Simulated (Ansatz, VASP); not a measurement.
## Two plane-wave programs on HfB

The input INCAR:

```
SYSTEM = HfB
PREC = Accurate ; ENCUT = 520
EDIFF = 1E-6 ; ISMEAR = 0
SIGMA = 0.1 ; LREAL = .FALSE.
LASPH = .TRUE. ; NELM = 80
ALGO = Normal ; ISIF = 2
LWAVE = .FALSE. ; LCHARG = .FALSE.
GGA = PS ; NBANDS = 21
```

File KPOINTS:

```
regular mesh
0
G
  16 16 12
  0 0 0
```

The input POSCAR:

```
HfB
1.0
    2.3939476695      2.3939476695      0.0000000000
   -2.3939476695      2.3939476695      0.0000000000
    0.0000000000      0.0000000000      4.7878953390
Hf B
2 2
Direct
    0.5000000000      0.5000000000      0.0000000000
    0.0000000000      0.0000000000      0.5000000000
    0.0000000000      0.0000000000      0.0000000000
    0.5000000000      0.5000000000      0.5000000000
```

Input for Ansatz:

```yaml
crystal:
  lattice:
    - [2.3939476943, 2.3939476943, 0.0]
    - [-2.3939476943, 2.3939476943, 0.0]
    - [0.0, 0.0, 4.7878953885]
  atoms:
    - { symbol: Hf, position: [0.5, 0.5, 0.0] }
    - { symbol: Hf, position: [0.0, 0.0, 0.5] }
    - { symbol: B, position: [0.0, 0.0, 0.0] }
    - { symbol: B, position: [0.5, 0.5, 0.5] }
basis:
  ecutwfc: 420
kpoints:
  mp_grid: { grid: [16, 16, 12] }
hamiltonian:
  xc: pbesol
scf:
  occupations: { method: gaussian, width: 0.1 }
output:
  forces: true
  stress: true
  eigenvalues: true
```

Alike in both runs: task single point; functional PBEsol; k mesh 16 × 16 × 12; occupations gaussian, width 0.1 eV; no spin polarisation.

```csv
,VASP,Ansatz
version,VASP 6.6.1,Ansatz 0.2.0
potentials or method,"VASP PAW PBE potentials, release 64 (Hf_pv, B), cutoff 520 eV","scalar-relativistic, plane waves, PAW"
valence electrons in the cell,26,58
```

```csv
,VASP,Ansatz,Ansatz less VASP
gap on the k mesh at the Fermi level (eV),none,none,-
pressure (GPa),0.3,0.0,-0.37
```

VASP's potentials were made for PBE, not for PBEsol. A gap of «none» marks a metal or a gap that the smearing closes. With one functional, cell and mesh, what is left measures potentials, basis and numerics. VASP's potentials hold 26 valence electrons a cell and Ansatz's 58, so a difference there can come from the potentials and not from the codes.

Spin-orbit coupling is off throughout.
